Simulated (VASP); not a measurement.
Input of a VASP 6.6.1 run:

The input INCAR:

```
SYSTEM = BP
ALGO = Normal ; EDIFF = 1E-7
ENCUT = 520 ; GGA = PE
ISIF = 2 ; ISMEAR = 0
LASPH = .True. ; LCHARG = .False.
LREAL = .False. ; LWAVE = .False.
NBANDS = 11 ; NELM = 80
PREC = Accurate ; SIGMA = 0.05
```

The input KPOINTS:

```
k-points
0
Gamma
  12 12 12
  0 0 0
```

File POSCAR:

```
BP
1.0
    0.0000000000      2.2892727426      2.2892727426
    2.2892727426      0.0000000000      2.2892727426
    2.2892727426      2.2892727426      0.0000000000
B P
1 1
Direct
    0.0000000000      0.0000000000      0.0000000000
    0.7500000000      0.7500000000      0.7500000000
```

Potentials or basis: VASP PAW PBE potentials, release 64 (B, P).

The run is started by

```sh
$ cat potpaw_PBE.64/B/POTCAR potpaw_PBE.64/P/POTCAR > POTCAR
$ mpirun -np 1 vasp_std > vasp.out
```

(1) Predict the pressure.

(2) Estimate the band gap on the k mesh.

## Answers

(1) -3.3 GPa.

(2) 1.27 eV, indirect (least direct gap 3.36 eV).
